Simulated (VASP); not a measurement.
Runs of VASP 6.6.1 on CO2. The cell holds a molecule in a box, 3 atoms: a = 12.000 Å, b = 12.500 Å, c = 13.000 Å, α = 90.00°, β = 90.00°, γ = 90.00°. 

```tsv
level	potentials or basis	gap on the mesh (eV)	largest force (eV/Å)
LDA	VASP PAW LDA potentials, release 64 (C, O)	(a)	0.24
PBE	VASP PAW PBE potentials, release 64 (C, O)	8.06	0.63
PBE+D3(BJ)	VASP PAW PBE potentials, release 64 (C, O)	8.06	0.63
RPBE	VASP PAW PBE potentials, release 64 (C, O)	7.93	1.07
```

Alike in all rows: task single point; no spin polarisation; cell as given; k mesh 1 × 1 × 1; cutoff (eV) 520; smearing gaussian 0.01 eV.

Task: Estimate the missing entries.

Result: (a) 8.23.

Caveats: the PAW data sets were made with another functional, which shifts forces and pressure a little (at least some runs).

